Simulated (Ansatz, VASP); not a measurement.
**Au: VASP beside Ansatz**

```xyz
1
Lattice="-1.6573 1.6573 1.6573 1.6573 -1.6573 1.6573 1.6573 1.6573 -1.6573" Properties=species:S:1:pos:R:3 pbc="T T T"
Au    0.0000    0.0000    0.0000
```

Alike in both runs: task single point; functional LDA; k mesh 11 × 11 × 11; occupations fermi-dirac, width 0.05 eV; no spin polarisation.

|  | VASP | Ansatz |
| --- | --- | --- |
| version | VASP 6.6.1 | Ansatz 0.2.0 |
| potentials or method | VASP PAW LDA potentials, release 64 (Au), cutoff 520 eV | all-electron LAPW, scalar-relativistic |

```tsv
	VASP	Ansatz	Ansatz less VASP
gap on the k mesh at the Fermi level (eV)	none	none	-
pressure (GPa)	-12.7	-13.1	-0.40
```

LDA's correlation is that of Perdew and Zunger in VASP and of Perdew and Wang (1992) in Ansatz. A gap of «none» marks a metal or a gap that the smearing closes. Ansatz ran all-electron here, and VASP with PAW potentials.

Neither program's run includes spin-orbit coupling.
